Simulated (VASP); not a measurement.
# SnTe (I4mm) in VASP: single point with PBE

Aim: the single point of SnTe with PBE.

Program: VASP 6.6.1. These are calculated values, not measurements. Logs are shortened: lines on timing, memory, paths and dates and some standing lists are left out, and cuts for length are marked.

### Step 1. The cell of the first run

It takes space group I4mm (No. 107, tetragonal). Conventional cell: a = 4.324 Å, b = 4.324 Å, c = 6.683 Å, α = 90.00°, β = 90.00°, γ = 90.00°. Sn (site symmetry 4mm) has 6 Te at 3.07 to 3.55 Å within 4.0 Å. Te (site symmetry 4mm) has 6 Sn at 3.07 to 3.55 Å within 4.0 Å.

### Step 2. Single point, PBE (strained and its atoms moved)

INCAR

```
ALGO     = Normal         # electronic algorithm
EDIFF    = 1E-6           # SCF threshold, eV
ENCUT    = 520            # plane-wave cutoff, eV
GGA      = PE             # functional
ISIF     = 2              # what is computed and relaxed
ISMEAR   = 0              # smearing method
LASPH    = T              # aspherical terms in the spheres
LCHARG   = F              # write CHGCAR
LREAL    = F              # projectors in reciprocal space
LWAVE    = F              # write WAVECAR
NBANDS   = 17             # bands
NELM     = 100            # most SCF steps
PREC     = Accurate       # precision mode
SIGMA    = 0.05           # smearing width, eV
```

KPOINTS

```
k-points
0
Gamma
  10 10 10
```

POSCAR

```
SnTe
1.0
    0.0000000000      3.3413503910      3.0577738910
    3.0577738910      0.0000000000      3.0577738910
    3.0577738910      3.3413503910      0.0000000000
Sn Te
1 1
Direct
   -0.0158687338      0.0158687338     -0.0158687338
    0.5158687338      0.4841312662      0.5158687338
```

Potentials or basis: VASP PAW PBE potentials, release 64 (Sn_d, Te).

Run with:

```bash
$ cat potpaw_PBE.64/Sn_d/POTCAR potpaw_PBE.64/Te/POTCAR > POTCAR
$ mpirun -np 1 vasp_std > vasp.out
```

OUTCAR:

```text
EDIFF = 1E-6
   ENCUT = 520
   GGA = PE
   ISIF = 2
   ISMEAR = 0
   LASPH = T
   LREAL = F
   NELM = 100
   PREC = Accurate

 ion  position               nearest neighbor table
   1  0.984  0.016  0.984-   2 3.07   2 3.07   2 3.07   2 3.07   2 3.13   2 3.55
   2  0.516  0.484  0.516-   1 3.07   1 3.07   1 3.07   1 3.07   1 3.13   1 3.55

  LATTYP: Found a body centered tetragonal cell.
 ALAT       =     4.3243453073
 C/A-ratio  =     1.5453670572

  Lattice vectors:

 A1 = (   0.0000000000,  -3.3413503910,   3.0577738910)
 A2 = (   0.0000000000,  -3.3413503910,  -3.0577738910)
 A3 = (   3.0577738910,   3.3413503910,   0.0000000000)

Analysis of symmetry for initial positions (statically):
=====================================================================
 Subroutine PRICEL returns:
 Original cell was already a primitive cell.

 Routine SETGRP: Setting up the symmetry group for a
 body centered tetragonal supercell.

 Subroutine GETGRP returns: Found  8 space group operations
 (whereof  8 operations were pure point group operations)
 out of a pool of 16 trial point group operations.

The static configuration has the point symmetry C_4v.

Analysis of symmetry for dynamics (positions and initial velocities):
=====================================================================
 Subroutine PRICEL returns:
 Original cell was already a primitive cell.

 Routine SETGRP: Setting up the symmetry group for a
 body centered tetragonal supercell.

 Subroutine GETGRP returns: Found  8 space group operations
 (whereof  8 operations were pure point group operations)
 out of a pool of 16 trial point group operations.

The dynamic configuration has the point symmetry C_4v.

 Subroutine INISYM returns: Found  8 space group operations
 (whereof  8 operations are pure point group operations),
 and found     1 'primitive' translations

----------------------------------------------------------------------------------------

                                     Primitive cell

  volume of cell :      62.4831

  direct lattice vectors                    reciprocal lattice vectors
     0.000000000  3.341350391  3.057773891    -0.163517650  0.149640098  0.163517650
     3.057773891  0.000000000  3.057773891     0.163517650 -0.149640098  0.163517650
     3.057773891  3.341350391  0.000000000     0.163517650  0.149640098 -0.163517650

  length of vectors
     4.529304980  4.324345307  4.529304980     0.275441831  0.275441831  0.275441831

  position of ions in fractional coordinates (direct lattice)
     0.984131266  0.015868734  0.984131266
     0.515868734  0.484131266  0.515868734

  ion indices of the primitive-cell ions
   primitive index   ion index
                 1           1
                 2           2

----------------------------------------------------------------------------------------

 KPOINTS: k-points

Automatic generation of k-mesh.
 Grid dimensions read from file:
 generate k-points for:   10   10   10

 Generating k-lattice:

  Cartesian coordinates                     Fractional coordinates (reciprocal lattice)
    -0.016351765  0.014964010  0.016351765     0.100000000  0.000000000  0.000000000
     0.016351765 -0.014964010  0.016351765    -0.000000000  0.100000000 -0.000000000
     0.016351765  0.014964010 -0.016351765     0.000000000  0.000000000  0.100000000

  Length of vectors
     0.027544183  0.027544183  0.027544183

  Shift w.r.t. Gamma in fractional coordinates (k-lattice)
     0.000000000  0.000000000  0.000000000

 Subroutine IBZKPT returns following result:
 ===========================================

 Found    102 irreducible k-points:

 Following reciprocal coordinates:
            Coordinates               Weight
  0.000000  0.000000  0.000000      1.000000
  0.100000  0.000000 -0.000000      8.000000
  0.200000  0.000000 -0.000000      8.000000
  0.300000  0.000000 -0.000000      8.000000
  0.400000  0.000000 -0.000000      8.000000
  0.500000  0.000000  0.000000      4.000000
[... 16 lines left out ...]
  0.300000  0.300000  0.000000      4.000000
  0.400000  0.300000 -0.000000     16.000000
 [... further k-points ...]
   k-points           NKPTS =    102   k-points in BZ     NKDIM =    102   number of bands    NBANDS=     17
   number of dos      NEDOS =    301   number of ions     NIONS =      2
   total plane-waves  NPLWV =  41472
   dimension x,y,z NGX =    36 NGY =   32 NGZ =   36
   dimension x,y,z NGXF=    72 NGYF=   64 NGZF=   72
   ions per type =               1   1
   NGX,Y,Z   is equivalent  to a cutoff of  13.21, 12.30, 13.21 a.u.
   NGXF,Y,Z  is equivalent  to a cutoff of  26.43, 24.60, 26.43 a.u.
 SYSTEM =  unknown system
   PREC   = accura    normal or accurate (medium, high low for compatibility)
   ISTART =      0    job   : 0-new  1-cont  2-samecut
   ICHARG =      2    charge: 1-file 2-atom 10-const
   ISPIN  =      1    spin polarized calculation?
   LNONCOLLINEAR =      F non collinear calculations
   LSORBIT =      F    spin-orbit coupling
   LASPH  =      T    aspherical Exc in radial PAW
   ENCUT  =  520.0 eV  38.22 Ry    6.18 a.u.   8.42  8.04  8.42*2*pi/ulx,y,z
   NELM   =    100;   NELMIN=  2; NELMDL= -5     # of ELM steps
   EDIFF  = 0.1E-05   stopping-criterion for ELM
   LREAL  =      F    real-space projection
   EDIFFG = 0.1E-04   stopping-criterion for IOM
   NSW    =      0    number of steps for IOM
   IBRION =     -1    ionic relax: 0-MD 1-quasi-New 2-CG
   NFREE  =      0    steps in history (QN), initial steepest desc. (CG)
   ISIF   =      2    stress and relaxation
   ISYM   =      2    0-nonsym 1-usesym 2-fastsym
   POTIM  = 0.5000    time-step for ionic-motion
   TEBEG  =    0.0;   TEEND  =   0.0 temperature during run
   PSTRESS=    0.0 pullay stress
   NELECT =      20.0000    total number of electrons
   NUPDOWN=      -1.0000    fix difference up-down
   EMIN   =  10.00;   EMAX   =-10.00  energy-range for DOS
   EFERMI =   0.00;   METHOD = LEGACY
   ISMEAR =     0;   SIGMA  =   0.05  broadening in eV -4-tet -1-fermi 0-gaus
   EFERMI_NEDOS =   21; number of points for ismear=-14 and -15
   IALGO  =     38    algorithm
   IMIX   =      4    mixing-type and parameters
     AMIX     =   0.40;   BMIX     =  1.00
     AMIX_MAG =   1.60;   BMIX_MAG =  1.00
  volume/ion in A,a.u.               =      31.24       210.83
  Fermi-wavevector in a.u.,A,eV,Ry     =   1.119860  2.116229 17.062896  1.254087
  Thomas-Fermi vector in A             =   2.256503
   LORBIT       =      0    0 simple, 1 ext, 2 COOP (PROOUT), +10 PAW based schemes
   GGA     = PE    functional components
   LHFCALC =     F    Hartree Fock is set to
   AEXX    =    0.0000 exact exchange contribution
   IVDW    =     0    specifies the selected vdW correction
   LEPSILON=     F    determine dielectric tensor
   LRPA    =     F    only Hartree local field effects (RPA)
 non-spin polarized calculation
 Gauss-broadening in eV      SIGMA  =   0.05
  energy-cutoff  :      520.00
  volume of cell :       62.48
 maximum number of plane-waves:      1700
 NGX is ok and might be reduce to    36
   NGX = 17   NGY = 17   NGZ = 17

 number of electron      20.0000003 magnetization

 Free energy of the ion-electron system (eV)
  ---------------------------------------------------
  ext. energy  EPLUGINS =         0.00000000
  ---------------------------------------------------
  free energy    TOTEN  =        -7.42992522 eV

  energy without entropy =       -7.42975717  energy(sigma->0) =       -7.42984119

 E-fermi :   7.1164     XC(G=0):  -9.4810

 val. band max:        7.0844821242   @ k =  -0.2000   0.0000   0.2000
 cond. band min:       7.1635422621   @ k =  -0.4000   0.2000   0.1000
 fundamental gap:      0.0790601379
 Fermi energy:         7.1164487782

 k-point     1 :       0.0000    0.0000    0.0000
  band No.  band energies     occupation
      1     -14.9084      2.00000
      2     -14.8906      2.00000
      3     -14.8906      2.00000
      4     -14.8771      2.00000
      5     -14.8703      2.00000
      6      -5.9033      2.00000
[... 9 lines left out ...]
     16      12.3124      0.00000
     17      12.7829      0.00000

 k-point     2 :       0.1000    0.0000   -0.0000
  band No.  band energies     occupation
      1     -14.9084      2.00000
      2     -14.8905      2.00000
      3     -14.8902      2.00000
      4     -14.8779      2.00000
      5     -14.8696      2.00000
      6      -5.8184      2.00000
[... 9 lines left out ...]
     16      12.3099      0.00000
     17      13.3273      0.00000

 k-point     3 :       0.2000    0.0000   -0.0000
  band No.  band energies     occupation
      1     -14.9086      2.00000
      2     -14.8903      2.00000
      3     -14.8892      2.00000
      4     -14.8796      2.00000
      5     -14.8677      2.00000
      6      -5.5729      2.00000
[... 9 lines left out ...]
     16      12.6936      0.00000
     17      14.5502      0.00000

 k-point     4 :       0.3000    0.0000   -0.0000
  band No.  band energies     occupation
      1     -14.9090      2.00000
      2     -14.8899      2.00000
      3     -14.8885      2.00000
      4     -14.8811      2.00000
      5     -14.8651      2.00000
      6      -5.2034      2.00000
[... 9 lines left out ...]
     16      13.4762      0.00000
     17      16.0675      0.00000

 k-point     5 :       0.4000    0.0000   -0.0000
  band No.  band energies     occupation
      1     -14.9094      2.00000
      2     -14.8896      2.00000
      3     -14.8888      2.00000
      4     -14.8816      2.00000
      5     -14.8629      2.00000
      6      -4.8096      2.00000
[... 9 lines left out ...]
     16      14.8250      0.00000
     17      16.6862      0.00000

 k-point     6 :       0.5000    0.0000    0.0000
  band No.  band energies     occupation
      1     -14.9096      2.00000
      2     -14.8895      2.00000
      3     -14.8892      2.00000
      4     -14.8815      2.00000
      5     -14.8620      2.00000
      6      -4.6177      2.00000
[... 9 lines left out ...]
     16      15.6218      0.00000
     17      16.3626      0.00000

 k-point     7 :       0.1000    0.1000    0.0000
  band No.  band energies     occupation
      1     -14.9078      2.00000
      2     -14.8910      2.00000
      3     -14.8899      2.00000
      4     -14.8787      2.00000
      5     -14.8688      2.00000
      6      -5.7803      2.00000
[... 9 lines left out ...]
     16      12.4440      0.00000
     17      13.0778      0.00000

 k-point     8 :       0.2000    0.1000   -0.0000
  band No.  band energies     occupation
      1     -14.9075      2.00000
      2     -14.8912      2.00000
      3     -14.8891      2.00000
      4     -14.8807      2.00000
      5     -14.8667      2.00000
      6      -5.5789      2.00000
[... 9 lines left out ...]
     16      12.9880      0.00000
     17      13.7656      0.00000
[... 203 lines left out ...]
      1     -14.9077      2.00000
      2     -14.8912      2.00000
      3     -14.8893      2.00000
      4     -14.8845      2.00000
      5     -14.8592      2.00000
      6      -4.4818      2.00000
[... 9 lines left out ...]
     16      16.3129      0.00000
     17      16.8838      0.00000

 k-point    20 :      -0.4000    0.2000    0.0000
  band No.  band energies     occupation
      1     -14.9085      2.00000
      2     -14.8906      2.00000
      3     -14.8882      2.00000
      4     -14.8845      2.00000
      5     -14.8603      2.00000
      6      -4.4714      2.00000
[... 9 lines left out ...]
     16      14.8291      0.00000
     17      17.8828      0.00000

 k-point    21 :      -0.3000    0.2000    0.0000
  band No.  band energies     occupation
      1     -14.9091      2.00000
      2     -14.8894      2.00000
      3     -14.8880      2.00000
      4     -14.8835      2.00000
      5     -14.8626      2.00000
      6      -4.7500      2.00000
[... 9 lines left out ...]
     16      14.7975      0.00000
     17      16.9357      0.00000

 k-point    22 :      -0.2000    0.2000    0.0000
  band No.  band energies     occupation
      1     -14.9094      2.00000
      2     -14.8888      2.00000
      3     -14.8885      2.00000
      4     -14.8816      2.00000
      5     -14.8652      2.00000
      6      -5.1128      2.00000
[... 9 lines left out ...]
     16      15.4323      0.00000
     17      15.8002      0.00000

 k-point    23 :       0.3000    0.3000    0.0000
  band No.  band energies     occupation
      1     -14.9063      2.00000
      2     -14.8936      2.00000
      3     -14.8883      2.00000
      4     -14.8857      2.00000
      5     -14.8593      2.00000
      6      -4.9049      2.00000
[... 9 lines left out ...]
     16      15.5316      0.00000
     17      16.1340      0.00000

 k-point    24 :       0.4000    0.3000   -0.0000
  band No.  band energies     occupation
      1     -14.9069      2.00000
      2     -14.8937      2.00000
      3     -14.8901      2.00000
      4     -14.8846      2.00000
      5     -14.8571      2.00000
      6      -4.6023      2.00000
[... 9 lines left out ...]
     16      16.4503      0.00000
     17      16.8568      0.00000

 [... further k-points ...]
[... 5 lines left out ...]
  --------------------------------------------------------------------------------------
  -------------------------------------------------------------------------------------
  Total        2.6325381     -0.9311391      2.6325381      0.0000000     -0.0000000      0.0000000
  in kB       67.5029105    -23.8760454     67.5029105      0.0000000     -0.0000000      0.0000000
  external PRESSURE =      37.0432586 kB  Pullay stress =       0.0000000 kB

 VOLUME and BASIS-vectors are now :
 -----------------------------------------------------------------------------
  energy-cutoff  :      520.00
  volume of cell :       62.48
      direct lattice vectors                 reciprocal lattice vectors
     0.000000000  3.341350391  3.057773891    -0.163517650  0.149640098  0.163517650
     3.057773891  0.000000000  3.057773891     0.163517650 -0.149640098  0.163517650
     3.057773891  3.341350391  0.000000000     0.163517650  0.149640098 -0.163517650

 POSITION                                       TOTAL-FORCE (eV/Angst)
 -----------------------------------------------------------------------------------
      3.05777      6.57665      3.05777         0.000000     -0.087047      0.000000
      3.05777      3.44740      3.05777         0.000000      0.087047      0.000000
 -----------------------------------------------------------------------------------
    total drift:                                0.000008     -0.000263      0.000008

  FREE ENERGIE OF THE ION-ELECTRON SYSTEM (eV)
  ---------------------------------------------------
  free  energy   TOTEN  =        -7.4299252164 eV

  energy  without entropy=       -7.4297571713  energy(sigma->0) =       -7.42984119
```

It took 76 s on 1 thread of Intel Xeon Platinum 8259CL at 2.50GHz (Skylake/Cascade Lake), shared host; peak memory 0.27 GiB.

Results:

```yaml
Free_energy: -7.4299 eV
Pressure: 3.7 GPa
Largest_force: 0.087 eV/Å
Band_gap_on_the_k_mesh: 0.08 eV, indirect (least direct gap 0.64 eV)
```

Forces in eV/Å, atoms in the order of the input:
```
Sn   0.000 -0.087  0.000
Te   0.000  0.087  0.000
```

Stress tensor (GPa, compression positive):
```
 6.75  0.00  0.00
 0.00 -2.39  0.00
 0.00  0.00  6.75
```

Levels at points of the mesh, in eV from the valence-band top:
```
           k point  band 7  band 8  band 9  band 10  band 11  band 12  band 13  band 14
(0.00, 0.00, 0.00)   -4.69   -2.52   -2.52    -1.80     2.04     3.62     3.62     4.27
(0.50, 0.00, 0.00)   -8.48   -2.28   -1.81    -0.39     0.31     0.47     0.51     7.52
(0.50, 0.50, 0.00)   -6.72   -5.78   -4.38    -3.45     1.84     3.75     6.04     6.73
(0.50, 0.00, 0.50)   -6.62   -5.11   -3.73    -3.73     2.22     5.14     5.14     5.53
```

Caveat: the cell differs from its parent crystal (strained and its atoms moved); spin-orbit coupling is left out, which moves the levels of the heavy elements. A k mesh can miss the band edges.
